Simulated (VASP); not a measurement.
A run of VASP 6.6.1:

File INCAR:

```
SYSTEM = W
ALGO = Normal
DIPOL = 0.5 0.5 0.500
EDIFF = 1E-7
ENCUT = 520
GGA = PS
IDIPOL = 3
ISIF = 2
ISMEAR = 0
LASPH = .True.
LCHARG = .True.
LDIPOL = .True.
LELF = .True.
LREAL = .False.
LVACPOTAV = .True.
LVHAR = .True.
LWAVE = .False.
NBANDS = 43
NELM = 60
PREC = Accurate
SIGMA = 0.1
```

KPOINTS

```
k-points
0
Gamma
  12 12 1
  0 0 0
```

Contents of POSCAR:

```
W
1.0
    2.8270069242      0.0000000000      0.0000000000
   -1.4135034621      2.4482598130      0.0000000000
    0.0000000000      0.0000000000     24.2329659515
W
5
Direct
    0.6666666667      0.3333333333      0.3094957512
    0.3333333333      0.6666666667      0.4047478756
    0.0000000000      0.0000000000      0.5000000000
    0.6666666667      0.3333333333      0.5952521244
    0.3333333333      0.6666666667      0.6905042488
```

Potentials or basis: VASP PAW PBE potentials, release 64 (W_sv).

Command:

```bash
$ cat potpaw_PBE.64/W_sv/POTCAR > POTCAR
$ mpirun -np 1 vasp_std > vasp.out
```

Hardware: 1 thread of AMD EPYC 9R45 (Zen 5) (shared host).

Question: Estimate the wall time of this run.

Answer: Wall time 3.4 min on 1 thread of AMD EPYC 9R45 (Zen 5), on a shared host, peak memory 0.31 GiB. Counts: scf iterations 29, k points 19.
